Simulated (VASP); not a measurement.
## MnSi: relaxation of the atoms with PBE

The system is MnSi.

```
Mn Si
1.0
     4.55652    0.00000    0.00000
     0.00000    4.55652    0.00000
     0.00000    0.00000    4.55652
Mn Si
4 4
Direct
  0.13654 0.13654 0.13654
  0.36346 0.86346 0.63654
  0.63654 0.36346 0.86346
  0.86346 0.63654 0.36346
  0.84542 0.84542 0.84542
  0.65458 0.15458 0.34542
  0.34542 0.65458 0.15458
  0.15458 0.34542 0.65458
```

| Quantity | Value |
| --- | --- |
| Program | VASP 6.6.1 |
| Task | relaxation of the atoms |
| Functional | PBE |
| Potentials or basis | VASP PAW PBE potentials, release 64 (Mn_pv, Si) |
| Cutoff | 520 eV |
| k mesh | 8 × 8 × 8 |
| Occupations | gaussian, width 0.05 eV |
| Spin | no spin polarisation |
| Dipole correction | no |
| Further INCAR settings | ALGO = Fast; EDIFF = 1e-06; IBRION = 2; EDIFFG = -0.01; NSW = 60 |

```json
{
  "Energy gained by relaxing": "0.1 meV/atom",
  "Ionic steps": "3",
  "Pressure after relaxing": "-7.9 GPa",
  "Largest force after relaxing": "0.007 eV/Å",
  "Band gap on the k mesh": "zero (bands 34 and 35 overlap by 0.46 eV)"
}
```

Forces on the atoms (eV/Å):
```
Mn   0.002  0.002  0.002
Mn  -0.002 -0.002  0.002
Mn   0.002 -0.002 -0.002
Mn  -0.002  0.002 -0.002
Si  -0.004 -0.004 -0.004
Si   0.004  0.004 -0.004
Si  -0.004  0.004  0.004
Si   0.004 -0.004  0.004
```

The path:
| step | energy change (eV) | largest force (eV/Å) | pressure (GPa) |
| --- | --- | --- | --- |
| 1 | 0.0000 | 0.0601 | -7.98 |
| 2 | -0.0005 | 0.0204 | -7.92 |
| 3 | -0.0006 | 0.0072 | -7.88 |

Final structure:
```yaml
crystal:
  lattice:
    - [4.55652, 0.00000, 0.00000]
    - [0.00000, 4.55652, 0.00000]
    - [0.00000, 0.00000, 4.55652]
  atoms:
    - { symbol: Mn, position: [0.13596, 0.13596, 0.13596] }
    - { symbol: Mn, position: [0.36404, 0.86404, 0.63596] }
    - { symbol: Mn, position: [0.63596, 0.36404, 0.86404] }
    - { symbol: Mn, position: [0.86404, 0.63596, 0.36404] }
    - { symbol: Si, position: [0.84526, 0.84526, 0.84526] }
    - { symbol: Si, position: [0.65474, 0.15474, 0.34526] }
    - { symbol: Si, position: [0.34526, 0.65474, 0.15474] }
    - { symbol: Si, position: [0.15474, 0.34526, 0.65474] }
```

Levels at points of the mesh, in eV from the Fermi level:
```
           k point  band 31  band 32  band 33  band 34  band 35  band 36  band 37  band 38
(0.00, 0.00, 0.00)    -1.54     0.19     0.19     0.19     0.35     0.35     1.20     1.20
(0.50, 0.00, 0.00)    -0.74    -0.74     0.03     0.03     0.42     0.42     0.72     0.72
(0.50, 0.50, 0.00)    -0.79    -0.79    -0.56    -0.56     0.04     0.04     1.14     1.14
(0.50, 0.50, 0.50)    -0.38    -0.38    -0.14    -0.14    -0.14    -0.14     0.98     0.98
```

Run time: 8.7 min on 1 thread of Oxide Virtual Turin-like Processor, with other jobs on the host, peak memory 0.25 GiB.

Caveat: the run has no spin polarisation, though such a crystal can be magnetic. Spin polarisation is off, so any magnetic state and its effect on volume and gap are missing.
